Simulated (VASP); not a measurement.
A run of VASP 6.6.1 is set up as follows.

The input INCAR:

```
SYSTEM = SiC
ALGO = Normal
EDIFF = 1E-6
EDIFFG = -0.04
ENCUT = 600
GGA = PE
IBRION = 2
ISIF = 3
ISMEAR = 0
LASPH = .True.
LCHARG = .False.
LREAL = .False.
LWAVE = .False.
NELM = 80
NSW = 90
PREC = Accurate
SIGMA = 0.1
```

The input KPOINTS:

```
k-points
0
Gamma
  6 6 4
  0 0 0
```

Contents of POSCAR:

```
SiC
1.0
    2.7589319700      0.0000000000      0.0000000000
   -1.3794659900      2.3893051700      0.0000000000
    0.0000000000      0.0000000000      4.2491577200
Si C
1 1
Direct
    0.3333333300      0.6666666700      0.0000000000
    0.6666666700      0.3333333300      0.5000000000
```

Potentials or basis: VASP PAW PBE potentials, release 64 (Si, C).

Run with:

```sh
$ cat potpaw_PBE.64/Si/POTCAR potpaw_PBE.64/C/POTCAR > POTCAR
$ mpirun -np 1 vasp_std > vasp.out
```

Estimate the space group after relaxing (to 0.05 Å).

P-6m2 (No. 187).

Predict the relaxed cell.

a = 2.905 Å, b = 2.905 Å, c = 2.495 Å, α = 90.00°, β = 90.00°, γ = 120.00°.

Estimate the relaxed volume.

9.12 Å³/atom.

What does it give for the band gap on the k mesh?

Zero (band 4 reaches 13.09 eV, above the bottom of band 5 at 8.72 eV).

The path:
```tsv
step	energy change (eV)	largest force (eV/Å)	pressure (GPa)	volume (Å³)
1	0.0000	0.0000	-21.53	28.01
2	-0.8943	0.0000	-7.16	21.02
3	-0.9780	0.0000	2.62	19.31
4	-0.9809	0.0000	4.69	19.01
5	-1.4527	0.0000	0.34	18.64
6	-2.6123	0.0000	0.26	17.71
7	0.0811	0.0000	103.75	14.55
8	-2.9484	0.0000	9.98	17.15
9	-2.9252	0.0000	32.41	16.23
10	-3.0352	0.0000	22.89	16.58
11	-3.0794	0.0000	6.52	17.92
12	-3.0922	0.0000	11.83	17.43
13	-3.0936	0.0000	10.57	17.53
14	-3.1470	0.0000	1.99	18.11
15	-3.1496	0.0000	0.19	18.24
```

Caveat: the k points lie up to 0.63 Å⁻¹ apart in the final cell; the volume moved by over 15 % at a fixed basis, so the end points are rough.
